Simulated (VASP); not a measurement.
Input of a VASP 6.6.1 run:

Contents of INCAR:

```
  ALGO = Normal
  EDIFF = 1E-6
  ENCUT = 600
  GGA = PE
  GGA_COMPAT = F
  ISIF = 2
  ISMEAR = 0
  LASPH = T
  LCHARG = T
  LELF = T
  LREAL = F
  LVHAR = T
  LWAVE = F
  NBANDS = 19
  NELM = 120
  PREC = Accurate
  SIGMA = 0.01
```

File KPOINTS:

```
k-points
0
Gamma
  6 6 6
```

POSCAR

```
CaF2
1.0
    0.0000000000      2.7103819560      2.7103819560
    2.7103819560      0.0000000000      2.7103819560
    2.7103819560      2.7103819560      0.0000000000
Ca F
1 2
Direct
    0.0000000000      0.0000000000      0.0000000000
    0.2500000000      0.2500000000      0.2500000000
    0.7500000000      0.7500000000      0.7500000000
```

Potentials or basis: VASP PAW PBE potentials, release 64 (Ca_sv, F).

The run is started by

```bash
$ cat potpaw_PBE.64/Ca_sv/POTCAR potpaw_PBE.64/F/POTCAR > POTCAR
$ mpirun -np 1 vasp_std > vasp.out
```

Question: What does it give for the band gap on the k mesh?

Answer: 7.42 eV, indirect (least direct gap 7.68 eV).

Question: What does it give for the pressure?

Answer: 4.5 GPa.

A k mesh can miss the band edges. A hybrid or GW would open this gap; PBE tends to underestimate it.
